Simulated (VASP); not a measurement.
# NaI (Fm-3m) in VASP: single point with PBE

Aim: the single point of NaI with PBE.

Program: VASP 6.6.1. These are calculated values, not measurements. Logs are shortened: lines on timing, memory, paths and dates and some standing lists are left out, and cuts for length are marked.

**1. The cell of the first run**

Symmetry: Fm-3m, No. 225, cubic system. Conventional cell: a = 6.350 Å, b = 6.350 Å, c = 6.350 Å, α = 90.00°, β = 90.00°, γ = 90.00°. Within 4.2 Å of Na (site symmetry m-3m) lie 6 I at 3.17 Å. Within 4.2 Å of I (site symmetry m-3m) lie 6 Na at 3.17 Å.

**2. Single point, PBE (32.01 Å³/atom)**

INCAR

```
SYSTEM = NaI
PREC     = Accurate       ! precision mode
ENCUT    = 500            ! plane-wave cutoff, eV
EDIFF    = 1E-6           ! SCF threshold, eV
ISMEAR   = 0              ! smearing method
SIGMA    = 0.01           ! smearing width, eV
LREAL    = .FALSE.        ! projectors in reciprocal space
LASPH    = .TRUE.         ! aspherical terms in the spheres
NELM     = 120            ! most SCF steps
ALGO     = Normal         ! electronic algorithm
ISIF     = 2              ! what is computed and relaxed
LWAVE    = .FALSE.        ! write WAVECAR
LCHARG   = .FALSE.        ! write CHGCAR
GGA      = PE             ! functional
NBANDS   = 14             ! bands
GGA_COMPAT= .FALSE.
```

KPOINTS

```
Automatic mesh
0
G
  4 4 4
  0 0 0
```

POSCAR

```
NaI
1.0
    0.0000000000      3.1749689368      3.1749689368
    3.1749689368      0.0000000000      3.1749689368
    3.1749689368      3.1749689368      0.0000000000
Na I
1 1
Direct
    0.0000000000      0.0000000000      0.0000000000
    0.5000000000      0.5000000000      0.5000000000
```

Potentials or basis: VASP PAW PBE potentials, release 64 (Na_pv, I).

Command:

```console
cat potpaw_PBE.64/Na_pv/POTCAR potpaw_PBE.64/I/POTCAR > POTCAR
mpirun -np 1 vasp_std > vasp.out
```

OUTCAR:

```text
SYSTEM = NaI
   PREC = Accurate
   ENCUT = 500
   EDIFF = 1E-6
   ISMEAR = 0
   LREAL = .FALSE.
   LASPH = .TRUE.
   NELM = 120
   ISIF = 2
   GGA = PE

 ion  position               nearest neighbor table
   1  0.000  0.000  0.000-   2 3.17   2 3.17   2 3.17   2 3.17   2 3.17   2 3.17
   2  0.500  0.500  0.500-   1 3.17   1 3.17   1 3.17   1 3.17   1 3.17   1 3.17

  LATTYP: Found a face centered cubic cell.
 ALAT       =     6.3499378736

  Lattice vectors:

 A1 = (   0.0000000000,   3.1749689368,   3.1749689368)
 A2 = (   3.1749689368,   0.0000000000,   3.1749689368)
 A3 = (   3.1749689368,   3.1749689368,   0.0000000000)

Analysis of symmetry for initial positions (statically):
=====================================================================
 Subroutine PRICEL returns:
 Original cell was already a primitive cell.

 Routine SETGRP: Setting up the symmetry group for a
 face centered cubic supercell.

 Subroutine GETGRP returns: Found 48 space group operations
 (whereof 48 operations were pure point group operations)
 out of a pool of 48 trial point group operations.

The static configuration has the point symmetry O_h .

Analysis of symmetry for dynamics (positions and initial velocities):
=====================================================================
 Subroutine PRICEL returns:
 Original cell was already a primitive cell.

 Routine SETGRP: Setting up the symmetry group for a
 face centered cubic supercell.

 Subroutine GETGRP returns: Found 48 space group operations
 (whereof 48 operations were pure point group operations)
 out of a pool of 48 trial point group operations.

The dynamic configuration has the point symmetry O_h .

 Subroutine INISYM returns: Found 48 space group operations
 (whereof 48 operations are pure point group operations),
 and found     1 'primitive' translations

----------------------------------------------------------------------------------------

                                     Primitive cell

  volume of cell :      64.0101

  direct lattice vectors                    reciprocal lattice vectors
     0.000000000  3.174968937  3.174968937    -0.157481856  0.157481856  0.157481856
     3.174968937  0.000000000  3.174968937     0.157481856 -0.157481856  0.157481856
     3.174968937  3.174968937  0.000000000     0.157481856  0.157481856 -0.157481856

  length of vectors
     4.490084131  4.490084131  4.490084131     0.272766575  0.272766575  0.272766575

  position of ions in fractional coordinates (direct lattice)
     0.000000000  0.000000000  0.000000000
     0.500000000  0.500000000  0.500000000

  ion indices of the primitive-cell ions
   primitive index   ion index
                 1           1
                 2           2

----------------------------------------------------------------------------------------

 KPOINTS: Automatic mesh

Automatic generation of k-mesh.
 Grid dimensions read from file:
 generate k-points for:    4    4    4

 Generating k-lattice:

  Cartesian coordinates                     Fractional coordinates (reciprocal lattice)
    -0.039370464  0.039370464  0.039370464     0.250000000  0.000000000  0.000000000
     0.039370464 -0.039370464  0.039370464     0.000000000  0.250000000  0.000000000
     0.039370464  0.039370464 -0.039370464     0.000000000  0.000000000  0.250000000

  Length of vectors
     0.068191644  0.068191644  0.068191644

  Shift w.r.t. Gamma in fractional coordinates (k-lattice)
     0.000000000  0.000000000  0.000000000

 Subroutine IBZKPT returns following result:
 ===========================================

 Found      8 irreducible k-points:

 Following reciprocal coordinates:
            Coordinates               Weight
  0.000000  0.000000  0.000000      1.000000
  0.250000  0.000000  0.000000      8.000000
  0.500000  0.000000  0.000000      4.000000
  0.250000  0.250000  0.000000      6.000000
  0.500000  0.250000  0.000000     24.000000
 -0.250000  0.250000  0.000000     12.000000
  0.500000  0.500000  0.000000      3.000000
 -0.250000  0.500000  0.250000      6.000000
   k-points           NKPTS =      8   k-points in BZ     NKDIM =      8   number of bands    NBANDS=     14
   number of dos      NEDOS =    301   number of ions     NIONS =      2
   total plane-waves  NPLWV =  46656
   dimension x,y,z NGX =    36 NGY =   36 NGZ =   36
   dimension x,y,z NGXF=    72 NGYF=   72 NGZF=   72
   ions per type =               1   1
   NGX,Y,Z   is equivalent  to a cutoff of  13.33, 13.33, 13.33 a.u.
   NGXF,Y,Z  is equivalent  to a cutoff of  26.66, 26.66, 26.66 a.u.
 SYSTEM =  NaI
   PREC   = accura    normal or accurate (medium, high low for compatibility)
   ISTART =      0    job   : 0-new  1-cont  2-samecut
   ICHARG =      2    charge: 1-file 2-atom 10-const
   ISPIN  =      1    spin polarized calculation?
   LNONCOLLINEAR =      F non collinear calculations
   LSORBIT =      F    spin-orbit coupling
   LASPH  =      T    aspherical Exc in radial PAW
   ENCUT  =  500.0 eV  36.75 Ry    6.06 a.u.   8.19  8.19  8.19*2*pi/ulx,y,z
   NELM   =    120;   NELMIN=  2; NELMDL= -5     # of ELM steps
   EDIFF  = 0.1E-05   stopping-criterion for ELM
   LREAL  =      F    real-space projection
   EDIFFG = 0.1E-04   stopping-criterion for IOM
   NSW    =      0    number of steps for IOM
   IBRION =     -1    ionic relax: 0-MD 1-quasi-New 2-CG
   NFREE  =      0    steps in history (QN), initial steepest desc. (CG)
   ISIF   =      2    stress and relaxation
   ISYM   =      2    0-nonsym 1-usesym 2-fastsym
   POTIM  = 0.5000    time-step for ionic-motion
   TEBEG  =    0.0;   TEEND  =   0.0 temperature during run
   PSTRESS=    0.0 pullay stress
   NELECT =      14.0000    total number of electrons
   NUPDOWN=      -1.0000    fix difference up-down
   EMIN   =  10.00;   EMAX   =-10.00  energy-range for DOS
   EFERMI =   0.00;   METHOD = LEGACY
   ISMEAR =     0;   SIGMA  =   0.01  broadening in eV -4-tet -1-fermi 0-gaus
   EFERMI_NEDOS =   21; number of points for ismear=-14 and -15
   IALGO  =     38    algorithm
   IMIX   =      4    mixing-type and parameters
     AMIX     =   0.40;   BMIX     =  1.00
     AMIX_MAG =   1.60;   BMIX_MAG =  1.00
  volume/ion in A,a.u.               =      32.01       215.98
  Fermi-wavevector in a.u.,A,eV,Ry     =   0.986358  1.863947 13.237144  0.972903
  Thomas-Fermi vector in A             =   2.117733
   LORBIT       =      0    0 simple, 1 ext, 2 COOP (PROOUT), +10 PAW based schemes
   GGA     = PE    functional components
   LHFCALC =     F    Hartree Fock is set to
   AEXX    =    0.0000 exact exchange contribution
   IVDW    =     0    specifies the selected vdW correction
   LEPSILON=     F    determine dielectric tensor
   LRPA    =     F    only Hartree local field effects (RPA)
 non-spin polarized calculation
 Gauss-broadening in eV      SIGMA  =   0.01
  energy-cutoff  :      500.00
  volume of cell :       64.01
 maximum number of plane-waves:      1660
 NGX is ok and might be reduce to    36
   NGX = 17   NGY = 17   NGZ = 17

 number of electron      14.0000004 magnetization

 Free energy of the ion-electron system (eV)
  ---------------------------------------------------
  ext. energy  EPLUGINS =         0.00000000
  ---------------------------------------------------
  free energy    TOTEN  =        -5.35493556 eV

  energy without entropy =       -5.35493556  energy(sigma->0) =       -5.35493556

 E-fermi :   1.2976     XC(G=0):  -7.9362

 val. band max:        1.2272817308   @ k =   0.0000   0.0000   0.0000
 cond. band min:       5.0266740609   @ k =   0.0000   0.0000   0.0000
 fundamental gap:      3.7993923301
 Fermi energy:         1.2976481666

 k-point     1 :       0.0000    0.0000    0.0000
  band No.  band energies     occupation
      1     -21.1626      2.00000
      2     -21.1626      2.00000
      3     -21.1625      2.00000
      4      -9.9455      2.00000
      5       1.2273      2.00000
      6       1.2273      2.00000
      7       1.2273      2.00000
      8       5.0267      0.00000
      9       9.1502      0.00000
     10       9.1502      0.00000
     11       9.1502      0.00000
     12      11.0654      0.00000
     13      11.0654      0.00000
     14      11.6947      0.00000

 k-point     2 :       0.2500    0.0000    0.0000
  band No.  band energies     occupation
      1     -21.1661      2.00000
      2     -21.1628      2.00000
      3     -21.1628      2.00000
      4      -9.7672      2.00000
      5      -0.1890      2.00000
      6       1.0602      2.00000
      7       1.0602      2.00000
      8       6.2942      0.00000
      9       8.8571      0.00000
     10       9.2344      0.00000
     11       9.2344      0.00000
     12      10.8566      0.00000
     13      10.8566      0.00000
     14      11.8336      0.00000

 k-point     3 :       0.5000    0.0000    0.0000
  band No.  band energies     occupation
      1     -21.1697      2.00000
      2     -21.1630      2.00000
      3     -21.1630      2.00000
      4      -9.5717      2.00000
      5      -1.1670      2.00000
      6       0.9084      2.00000
      7       0.9084      2.00000
      8       6.3309      0.00000
      9       8.7149      0.00000
     10       8.7149      0.00000
     11      10.3853      0.00000
     12      11.6734      0.00000
     13      13.7072      0.00000
     14      13.7072      0.00000
[... 52 lines left out ...]
 k-point     7 :       0.5000    0.5000    0.0000
  band No.  band energies     occupation
      1     -21.1679      2.00000
      2     -21.1648      2.00000
      3     -21.1648      2.00000
      4      -9.4822      2.00000
      5      -0.8696      2.00000
      6       0.4024      2.00000
      7       0.4024      2.00000
      8       5.7583      0.00000
      9       6.6688      0.00000
     10      11.4728      0.00000
     11      12.8785      0.00000
     12      12.8785      0.00000
     13      12.9788      0.00000
     14      14.6920      0.00000

 k-point     8 :      -0.2500    0.5000    0.2500
  band No.  band energies     occupation
      1     -21.1663      2.00000
      2     -21.1663      2.00000
      3     -21.1650      2.00000
      4      -9.4712      2.00000
      5      -0.3312      2.00000
      6      -0.3312      2.00000
      7       0.1910      2.00000
      8       7.1811      0.00000
      9       8.7726      0.00000
     10       8.7726      0.00000
     11       9.2754      0.00000
     12      13.5334      0.00000
     13      13.5334      0.00000
     14      14.2680      0.00000

------------------------ aborting loop because EDIFF is reached ----------------------------------------

  FORCE on cell =-STRESS in cart. coord.  units (eV):
  Direction    XX          YY          ZZ          XY          YZ          ZX
  --------------------------------------------------------------------------------------
  -------------------------------------------------------------------------------------
  Total        0.6501783      0.6501783      0.6501783      0.0000000      0.0000000     -0.0000000
  in kB       16.2740118     16.2740118     16.2740118      0.0000000      0.0000000     -0.0000000
  external PRESSURE =      16.2740118 kB  Pullay stress =       0.0000000 kB

 VOLUME and BASIS-vectors are now :
 -----------------------------------------------------------------------------
  energy-cutoff  :      500.00
  volume of cell :       64.01
      direct lattice vectors                 reciprocal lattice vectors
     0.000000000  3.174968937  3.174968937    -0.157481856  0.157481856  0.157481856
     3.174968937  0.000000000  3.174968937     0.157481856 -0.157481856  0.157481856
     3.174968937  3.174968937  0.000000000     0.157481856  0.157481856 -0.157481856

 POSITION                                       TOTAL-FORCE (eV/Angst)
 -----------------------------------------------------------------------------------
      0.00000      0.00000      0.00000         0.000000      0.000000     -0.000000
      3.17497      3.17497      3.17497         0.000000      0.000000      0.000000
 -----------------------------------------------------------------------------------
    total drift:                                0.000000      0.000000      0.000000

  FREE ENERGIE OF THE ION-ELECTRON SYSTEM (eV)
  ---------------------------------------------------
  free  energy   TOTEN  =        -5.3549355559 eV

  energy  without entropy=       -5.3549355559  energy(sigma->0) =       -5.35493556
```

It took 9 s on 1 thread of Intel Xeon Platinum 8375C at 2.90GHz (Ice Lake), shared host; peak memory 0.2 GiB.

Results:

* Free energy: -5.3549 eV
* Pressure: 1.6 GPa
* Band gap on the k mesh: 3.80 eV

Caveat: the k points lie up to 0.43 Å⁻¹ apart; spin-orbit coupling is left out, which moves the levels of the heavy elements.
